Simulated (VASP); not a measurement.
Wanted: the native input for a VASP 6.6.1 run.

| Item | Value |
| --- | --- |
| Task | single point |
| Functional | PBE |
| Dispersion | D3(BJ) |
| Potentials or basis | VASP PAW PBE potentials, release 64 (Ga_d, O) |
| Cutoff | 520 eV |
| k mesh | 10 × 10 × 6 |
| Occupations | gaussian, width 0.02 eV |
| Spin | no spin polarisation |
| Dipole correction | no |
| Further INCAR settings | ALGO = Normal; EDIFF = 1e-06; NBANDS = 55 |

The structure of Ga2O3 lies in POSCAR:

```
Ga2O3
1.0
    6.1769752225     -1.5335998513      0.0091774614
    6.1769752225      1.5335998513      0.0091774614
   -1.3934284464      0.0000000000      5.6802457836
Ga O
4 6
Direct
    0.0904577134      0.0904577134      0.7951447690
    0.9095422866      0.9095422866      0.2048552310
    0.6588403019      0.6588403019      0.3137656962
    0.3411596981      0.3411596981      0.6862343038
    0.1655497310      0.1655497310      0.1089820409
    0.8344502690      0.8344502690      0.8910179591
    0.1731645043      0.1731645043      0.5628174393
    0.8268354957      0.8268354957      0.4371825607
    0.4962237997      0.4962237997      0.2556412444
    0.5037762003      0.5037762003      0.7443587556
```

One way to write it, as run:

INCAR

```
PREC = Accurate
ENCUT = 520
EDIFF = 1E-6
ISMEAR = 0
SIGMA = 0.02
LREAL = F
LASPH = T
NELM = 100
ALGO = Normal
ISIF = 2
LWAVE = F
LCHARG = T
GGA = PE
IVDW = 12
LELF = T
LVHAR = T
NBANDS = 55
```

KPOINTS

```
regular mesh
0
Gamma
  10 10 6
```

Potentials or basis: VASP PAW PBE potentials, release 64 (Ga_d, O).

Launch:

```sh
$ cat potpaw_PBE.64/Ga_d/POTCAR potpaw_PBE.64/O/POTCAR > POTCAR
$ mpirun -np 1 vasp_std > vasp.out
```

It gave:

- Pressure: 0.6 GPa
- Largest force: 0.028 eV/Å
- Band gap on the k mesh: 2.13 eV (least direct gap 2.16 eV)
- Dispersion energy per atom: -0.194 eV

Wall time 46 min on 1 thread of Oxide Virtual Turin-like Processor (shared host), peak memory 0.81 GiB.
